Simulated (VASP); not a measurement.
# SiO2 (P4_2/mnm) in VASP: a series of runs, part 2 of 2

VASP 6.6.1.

## 4. Dielectric tensor, PBE

The input, INCAR:

```
SYSTEM = SiO2
PREC = Accurate ; ENCUT = 520
EDIFF = 1E-8 ; ISMEAR = 0
SIGMA = 0.01 ; LREAL = .False.
LASPH = .True. ; NELM = 80
ALGO = Normal ; ISIF = 2
LWAVE = .False. ; LCHARG = .False.
GGA = PE ; LEPSILON = .True.
```

The input, KPOINTS:

```
regular mesh
0
Gamma
  5 5 7
  0 0 0
```

The input, POSCAR:

```
SiO2
1.0
    4.1773000000      0.0000000000      0.0000000000
    0.0000000000      4.1773000000      0.0000000000
    0.0000000000      0.0000000000      2.6652000000
Si O
2 4
Direct
    0.0000000000      0.0000000000      0.0000000000
    0.5000000000      0.5000000000      0.5000000000
    0.3054889230      0.3054889230      0.0000000000
    0.1945110770      0.8054889230      0.5000000000
    0.6945110770      0.6945110770      0.0000000000
    0.8054889230      0.1945110770      0.5000000000
```

Potentials or basis: VASP PAW PBE potentials, release 64 (Si, O).

Started as:

```
$ cat potpaw_PBE.64/Si/POTCAR potpaw_PBE.64/O/POTCAR > POTCAR
$ mpirun -np 1 vasp_std > vasp.out
```

OUTCAR:

```text
SYSTEM = SiO2
   PREC = Accurate
   ENCUT = 520
   EDIFF = 1E-8
   ISMEAR = 0
   LREAL = .False.
   LASPH = .True.
   NELM = 80
   ISIF = 2
   GGA = PE
   LEPSILON = .True.

 ion  position               nearest neighbor table
   1  0.000  0.000  0.000-   4 1.76   6 1.76   4 1.76   6 1.76   5 1.80   3 1.80
   2  0.500  0.500  0.500-   3 1.76   5 1.76   3 1.76   5 1.76   4 1.80   6 1.80
   3  0.305  0.305  0.000-   2 1.76   2 1.76   1 1.80
   4  0.195  0.805  0.500-   1 1.76   1 1.76   2 1.80
   5  0.695  0.695  0.000-   2 1.76   2 1.76   1 1.80
   6  0.805  0.195  0.500-   1 1.76   1 1.76   2 1.80

  LATTYP: Found a simple tetragonal cell.
 ALAT       =     4.1773000000
 C/A-ratio  =     0.6380197735

  Lattice vectors:

 A1 = (   4.1773000000,   0.0000000000,   0.0000000000)
 A2 = (   0.0000000000,   4.1773000000,   0.0000000000)
 A3 = (   0.0000000000,   0.0000000000,   2.6652000000)

Analysis of symmetry for initial positions (statically):
=====================================================================
 Subroutine PRICEL returns:
 Original cell was already a primitive cell.

 Routine SETGRP: Setting up the symmetry group for a
 simple tetragonal supercell.

 Subroutine GETGRP returns: Found 16 space group operations
 (whereof  8 operations were pure point group operations)
 out of a pool of 16 trial point group operations.

The static configuration has the point symmetry D_2h.
 The point group associated with its full space group is D_4h.

Analysis of symmetry for dynamics (positions and initial velocities):
=====================================================================
 Subroutine PRICEL returns:
 Original cell was already a primitive cell.

 Routine SETGRP: Setting up the symmetry group for a
 simple tetragonal supercell.

 Subroutine GETGRP returns: Found 16 space group operations
 (whereof  8 operations were pure point group operations)
 out of a pool of 16 trial point group operations.

The dynamic configuration has the point symmetry D_2h.
 The point group associated with its full space group is D_4h.

 Subroutine INISYM returns: Found 16 space group operations
 (whereof  8 operations are pure point group operations),
 and found     1 'primitive' translations

----------------------------------------------------------------------------------------

                                     Primitive cell

  volume of cell :      46.5073

  direct lattice vectors                    reciprocal lattice vectors
[... 699 lines left out ...]
  -------------------------------------------------------------------------------------
  Total        3.0049889      3.0049889      3.7046436      0.0000000      0.0000000      0.0000000
  in kB      103.5219207    103.5219207    127.6250356      0.0000000      0.0000000      0.0000000
  external PRESSURE =     111.5562924 kB  Pullay stress =       0.0000000 kB

 VOLUME and BASIS-vectors are now :
 -----------------------------------------------------------------------------
  energy-cutoff  :      520.00
  volume of cell :       46.51
      direct lattice vectors                 reciprocal lattice vectors
     4.177300000  0.000000000  0.000000000     0.239389079  0.000000000  0.000000000
     0.000000000  4.177300000  0.000000000     0.000000000  0.239389079  0.000000000
     0.000000000  0.000000000  2.665200000     0.000000000  0.000000000  0.375206363

 POSITION                                       TOTAL-FORCE (eV/Angst)
 -----------------------------------------------------------------------------------
      0.00000      0.00000      0.00000        -0.000000      0.000000     -0.000000
      2.08865      2.08865      1.33260        -0.000000      0.000000     -0.000000
      1.27612      1.27612      0.00000        -0.012063     -0.012063     -0.000000
      0.81253      3.36477      1.33260         0.012063     -0.012063     -0.000000
      2.90118      2.90118      0.00000         0.012063      0.012063      0.000000
      3.36477      0.81253      1.33260        -0.012063      0.012063      0.000000
 -----------------------------------------------------------------------------------
    total drift:                                0.000000      0.000000     -0.000000

  FREE ENERGIE OF THE ION-ELECTRON SYSTEM (eV)
  ---------------------------------------------------
  free  energy   TOTEN  =       -46.2546142426 eV

  energy  without entropy=      -46.2546142426  energy(sigma->0) =      -46.25461424

 HEAD OF MICROSCOPIC STATIC DIELECTRIC TENSOR (INDEPENDENT PARTICLE, excluding Hartree and local field effects)
 ------------------------------------------------------
           3.421979     0.000000     0.000000
           0.000000     3.421979     0.000000
           0.000000     0.000000     3.632296
 ------------------------------------------------------

 Free energy of the ion-electron system (eV)
  ---------------------------------------------------
  ---------------------------------------------------
  free energy    TOTEN  =        -0.32800752 eV

  energy without entropy =       -0.32800752

------------------------ aborting loop because EDIFF is reached ----------------------------------------

--------------------------------------- Ionic step        2  -------------------------------------------

------------------------ aborting loop because EDIFF is reached ----------------------------------------

--------------------------------------- Ionic step        3  -------------------------------------------

 Free energy of the ion-electron system (eV)
  ---------------------------------------------------
  ---------------------------------------------------
  free energy    TOTEN  =        -0.35287228 eV

  energy without entropy =       -0.35287228

------------------------ aborting loop because EDIFF is reached ----------------------------------------

 PIEZOELECTRIC TENSOR FIELD DIRECTION 3  (e Angst)
 -----------------------------------------------------------------------------
    -0.00053  0.00000  0.00000           ( -0.00003  0.00000  0.00000)
     0.00000 -0.00053  0.00000           (  0.00000 -0.00003  0.00000)
     0.00000  0.00000 -0.00044           (  0.00000  0.00000 -0.00010)

 PIEZOELECTRIC TENSOR FIELD DIRECTION 3  (C/m^2)
 -----------------------------------------------------------------------------
    -0.00018  0.00000  0.00000
     0.00000 -0.00018  0.00000
     0.00000  0.00000 -0.00015

 MACROSCOPIC STATIC DIELECTRIC TENSOR (including local field effects in DFT)
 ------------------------------------------------------
           3.356340    -0.000000     0.000000
          -0.000000     3.356340     0.000000
           0.000000     0.000000     3.530879
 ------------------------------------------------------

 PIEZOELECTRIC TENSOR (including local field effects)  for field in x, y, z        (e  Angst)
          XX          YY          ZZ          XY          YZ          ZX
  --------------------------------------------------------------------------------
  x     0.00000     0.00000     0.00000     0.00000     0.00000     0.00000
  y     0.00000     0.00000     0.00000     0.00000     0.00000     0.00000
  z     0.00000     0.00000     0.00000     0.00000     0.00000     0.00000

 PIEZOELECTRIC TENSOR (including local field effects)  for field in x, y, z        (C/m^2)
          XX          YY          ZZ          XY          YZ          ZX
  --------------------------------------------------------------------------------
  x     0.00000     0.00000     0.00000     0.00000     0.00000     0.00000
  y     0.00000     0.00000     0.00000     0.00000     0.00000     0.00000
  z     0.00000     0.00000     0.00000     0.00000     0.00000     0.00000

 BORN EFFECTIVE CHARGES (including local field effects) (in |e|, cummulative output)
 ---------------------------------------------------------------------------------
 ion    1
    1     3.80339     0.37668     0.00000
    2     0.37668     3.80339     0.00000
    3     0.00000     0.00000     4.03830
 ion    2
    1     3.80339    -0.37668     0.00000
    2    -0.37668     3.80339     0.00000
    3     0.00000     0.00000     4.03830
 ion    3
    1    -1.90170    -0.56873     0.00000
    2    -0.56873    -1.90170     0.00000
    3     0.00000     0.00000    -2.01915
 ion    4
    1    -1.90170     0.56873     0.00000
    2     0.56873    -1.90170     0.00000
    3     0.00000     0.00000    -2.01915
 ion    5
    1    -1.90170    -0.56873     0.00000
    2    -0.56873    -1.90170     0.00000
    3     0.00000     0.00000    -2.01915
 ion    6
    1    -1.90170     0.56873     0.00000
    2     0.56873    -1.90170     0.00000
    3     0.00000     0.00000    -2.01915
```

stdout:

```text
POSCAR found type information on POSCAR SiO
 POSCAR found :  2 types and       6 ions
 scaLAPACK will be used
 LDA part: xc-table for (Slater+PW92), standard interpolation
 POSCAR, INCAR and KPOINTS ok, starting setup
 FFT: planning ... GRIDC
 FFT: planning ... GRID_SOFT
 FFT: planning ... GRID
 WAVECAR not read
 entering main loop
 Linear response reoptimize wavefunctions to high precision
 Linear response G [H, r] |phi>, progress :
  Direction:   1
 Linear response G [H, r] |phi>, progress :
  Direction:   2
 Linear response G [H, r] |phi>, progress :
  Direction:   3
 Linear response to external field (no local field effect), progress :
  Direction:   1
 dielectric tensor                  component  1 :     3.491    -0.033    -0.256
 Linear response to external field (no local field effect), progress :
  Direction:   2
 dielectric tensor                  component  2 :    -0.033     3.353    -0.168
 Linear response to external field (no local field effect), progress :
  Direction:   3
 dielectric tensor                  component  3 :    -0.256    -0.168     3.632
 Linear response to external field, progress :
  Direction:   1
 dielectric tensor                  component  1 :     3.356    -0.022    -0.126
 Linear response to external field, progress :
  Direction:   2
 dielectric tensor                  component  2 :    -0.022     3.356    -0.212
 Linear response to external field, progress :
  Direction:   3
 dielectric tensor                  component  3 :    -0.254    -0.167     3.531
 Born effective charges drift removed
```

Run time: 2.6 min. Hardware: 1 thread of AMD EPYC 7R13 (Zen 3), shared host; peak memory 0.18 GiB.

What came out:

```
Band gap on the k mesh                  : 5.61 eV
Electronic dielectric tensor (diagonal) : 3.36, 3.36, 3.53
Born charges (mean of the diagonal)     : Si +3.88; O -1.94 e
```

Electronic dielectric tensor:
```
3.36 0.00 0.00
0.00 3.36 0.00
0.00 0.00 3.53
```

Born effective charge tensors (e):
atom 1, Si
```
3.80 0.38 0.00
0.38 3.80 0.00
0.00 0.00 4.04
```
atom 2, Si
```
 3.80 -0.38  0.00
-0.38  3.80  0.00
 0.00  0.00  4.04
```
atom 3, O
```
-1.90 -0.57  0.00
-0.57 -1.90  0.00
 0.00  0.00 -2.02
```
atom 4, O
```
-1.90  0.57  0.00
 0.57 -1.90  0.00
 0.00  0.00 -2.02
```
atom 5, O
```
-1.90 -0.57  0.00
-0.57 -1.90  0.00
 0.00  0.00 -2.02
```
atom 6, O
```
-1.90  0.57  0.00
 0.57 -1.90  0.00
 0.00  0.00 -2.02
```

## 5. The runs side by side

```tsv
task	level	k mesh	smearing	gap on the mesh (eV)	pressure (GPa)	largest force (eV/Å)
electric field gradients	PBE	5 × 5 × 7, shifted	fermi-dirac 0.02 eV	6.35	11.2	0.02
electric field gradients	r2SCAN	5 × 5 × 7	tetrahedron	6.58	1.8	0.06
dielectric tensor	PBE	5 × 5 × 7	gaussian 0.01 eV	5.61	-	-
```

Alike in all rows: potentials or basis VASP PAW PBE potentials, release 64 (Si, O); no spin polarisation; cell as given; cutoff (eV) 520.

On the cell as given the gap runs from 5.61 eV (PBE) to 6.58 eV (r2SCAN).

Caveats: the cell stands under pressure (at least some runs); a shifted mesh leaves out Γ, where band edges can lie (at least some runs); the PAW data sets were made with another functional, which shifts forces and pressure a little (at least some runs).

Absolute energies hang on the potentials; compare differences alone.
